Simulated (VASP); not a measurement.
La, 1 atom in the cell. It takes space group Pm-3m (No. 221, cubic). Conventional cell: a = 3.222 Å, b = 3.222 Å, c = 3.222 Å, α = 90.00°, β = 90.00°, γ = 90.00°. La (site symmetry m-3m) has 6 La at 3.22 Å within 4.2 Å. 

- Program: VASP 6.6.1
- Task: single point
- Functional: PBEsol
- Potentials or basis: VASP PAW PBE potentials, release 64 (La)
- Cutoff: 520 eV
- k mesh: 11 × 11 × 11
- Occupations: fermi-dirac, width 0.1 eV
- Spin: no spin polarisation
- Dipole correction: no
- Further INCAR settings: ALGO = Normal; EDIFF = 1e-06; NBANDS = 12

Potentials or basis: VASP PAW PBE potentials, release 64 (La).

Command:

```bash
$ cat potpaw_PBE.64/La/POTCAR > POTCAR
$ mpirun -np 1 vasp_std > vasp.out
```

Hardware: 1 thread of Intel(R) Xeon(R) 6975P-C (Granite Rapids) (shared host).

Estimate the wall time of this run.

It took 9.9 s on 1 thread of Intel(R) Xeon(R) 6975P-C (Granite Rapids), with other jobs on the host, peak memory 0.16 GiB. Counts: scf iterations 13, k points 56.
